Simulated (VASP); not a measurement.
Crystal: CdS.

```
Cd S
1.0
     0.00000    2.78948    2.78948
     2.78948    0.00000    2.78948
     2.78948    2.78948    0.00000
Cd S
1 1
Direct
  0.00000 0.00000 0.00000
  0.50000 0.50000 0.50000
```

Base run:

| Item | Value |
| --- | --- |
| Program | VASP 6.6.1 |
| Functional | PBEsol |
| Potentials or basis | VASP PAW PBE potentials, release 64 (Cd, S) |
| Cutoff | 520 eV |
| k mesh | 8 × 8 × 8 |
| Occupations | fermi-dirac, width 0.05 eV |
| Spin | no spin polarisation |

Its results: pressure -6.2 GPa.

The run is repeated on the same cell with these changes: functional from PBEsol to r2SCAN; further incar settings from ALGO = Normal; EDIFF = 1e-07; NBANDS = 16 to ALGO = Normal; EDIFF = 1e-06; NBANDS = 16. What comes out?

Pressure -4.5 GPa.

Caveats: the PAW data sets were made with another functional, which shifts forces and pressure a little.
